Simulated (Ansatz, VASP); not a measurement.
InSb3: VASP beside Ansatz

File INCAR:

```
PREC = Accurate ; ENCUT = 520
EDIFF = 1E-6 ; ISMEAR = 0
SIGMA = 0.15 ; LREAL = False
LASPH = True ; NELM = 60
ALGO = Normal ; ISIF = 2
LWAVE = False ; LCHARG = True
GGA = PS ; LELF = True
LVHAR = True ; NBANDS = 22
```

KPOINTS

```
regular mesh
0
Gamma
  10 10 10
```

POSCAR

```
InSb3
1.0
    4.5922847801      0.0000000000      0.0000000000
    0.0000000000      4.5922847801      0.0000000000
    0.0000000000      0.0000000000      4.8793025789
In Sb
1 3
Direct
    0.0000000000      0.0000000000      0.0000000000
    0.5000000000      0.0000000000      0.5000000000
    0.0000000000      0.5000000000      0.5000000000
    0.5000000000      0.5000000000      0.0000000000
```

Input for Ansatz:

```yaml
crystal:
  lattice:
    - [4.5922847801, 0.0, 0.0]
    - [0.0, 4.5922847801, 0.0]
    - [0.0, 0.0, 4.8793025789]
  atoms:
    - { symbol: In, position: [0.0, 0.0, 0.0] }
    - { symbol: Sb, position: [0.5, 0.0, 0.5] }
    - { symbol: Sb, position: [0.0, 0.5, 0.5] }
    - { symbol: Sb, position: [0.5, 0.5, 0.0] }
basis:
  ecutwfc: 420
kpoints:
  mp_grid: { grid: [10, 10, 10] }
hamiltonian:
  xc: pbesol
  pseudopotentials: { kind: paw, azcp: { folder: soft_1 } }
scf:
  occupations: { method: gaussian, width: 0.15 }
output:
  forces: true
  stress: true
  eigenvalues: true
```

Alike in both runs: task single point; functional PBEsol; k mesh 10 × 10 × 10; occupations gaussian, width 0.15 eV; no spin polarisation.

```csv
,VASP,Ansatz
version,VASP 6.6.1,Ansatz 0.2.0
potentials or method,"VASP PAW PBE potentials, release 64 (In_d, Sb), cutoff 520 eV","scalar-relativistic, plane waves, PAW"
valence electrons in the cell,28,58
```

```csv
,VASP,Ansatz,Ansatz less VASP
gap on the k mesh at the Fermi level (eV),none,none,-
pressure (GPa),1.8,1.7,-0.02
"traceless stress, the component that is largest in VASP (GPa)",-0.13,-0.12,+0.008
```

VASP's potentials were made for PBE, not for PBEsol, and Ansatz warns of the same on its side. A gap of «none» marks a metal or a gap that the smearing closes. With one functional, cell and mesh, what is left measures potentials, basis and numerics. VASP's potentials hold 28 valence electrons a cell and Ansatz's 58, so a difference there can come from the potentials and not from the codes.

Neither program's run includes spin-orbit coupling.
